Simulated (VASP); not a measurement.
## Ga4As3P: single point with PBE

The system is Ga4As3P.

```
CELL_PARAMETERS angstrom
4.01888 0.00000 0.00000
0.00000 4.01972 5.68536
0.00000 -4.01972 5.68536
ATOMIC_POSITIONS crystal
Ga 0.00000 0.50760 0.99700
Ga 0.50000 0.99524 0.99524
Ga 0.50000 0.50026 0.50026
Ga 0.00000 0.99700 0.50760
P 0.00000 0.87502 0.87502
As 0.50000 0.37485 0.87523
As 0.00000 0.37480 0.37480
As 0.50000 0.87523 0.37485
```

- Program: VASP 6.6.1
- Task: single point
- Functional: PBE
- Potentials or basis: VASP PAW PBE potentials, release 64 (Ga_d, P, As)
- Cutoff: 520 eV
- k mesh: 10 × 6 × 6
- Occupations: gaussian, width 0.01 eV
- Spin: no spin polarisation
- Dipole correction: no
- Further INCAR settings: ALGO = Normal; EDIFF = 1e-07; NBANDS = 46

- Pressure: 0.1 GPa
- Largest force: 0.012 eV/Å
- Band gap on the k mesh: 0.44 eV

Forces in eV/Å, atoms in the order of the input:
```
Ga   0.000  0.010  0.007
Ga   0.000  0.000 -0.012
Ga   0.000  0.000  0.001
Ga   0.000 -0.010  0.007
P    0.000  0.000 -0.002
As   0.000  0.000  0.000
As   0.000  0.000  0.000
As   0.000  0.000  0.000
```

Levels at points of the mesh, in eV from the valence-band top:
| k point | band 34 | band 35 | band 36 | band 37 | band 38 | band 39 |
| --- | --- | --- | --- | --- | --- | --- |
| (0.00, 0.00, 0.00) | -0.03 | -0.02 | 0.00 | 0.44 | 0.98 | 0.99 |
| (0.50, 0.00, 0.00) | -3.11 | -1.33 | -1.05 | 2.57 | 2.80 | 4.38 |
| (0.00, 0.50, 0.00) | -0.77 | -0.53 | -0.53 | 1.29 | 1.55 | 2.10 |
| (0.50, 0.50, 0.00) | -1.99 | -1.87 | -1.84 | 2.01 | 2.17 | 2.32 |
| (0.00, 0.50, 0.50) | -1.50 | -1.21 | -1.05 | 1.85 | 2.10 | 2.59 |
| (0.50, 0.50, 0.50) | -1.11 | -1.10 | -0.97 | 0.95 | 1.00 | 1.41 |

Wall time 14 min on 1 thread of Intel(R) Xeon(R) Platinum 8488C (Sapphire Rapids), on a shared host, peak memory 0.64 GiB.

Caveat: semilocal functionals underestimate gaps, and a narrow one can read as zero.
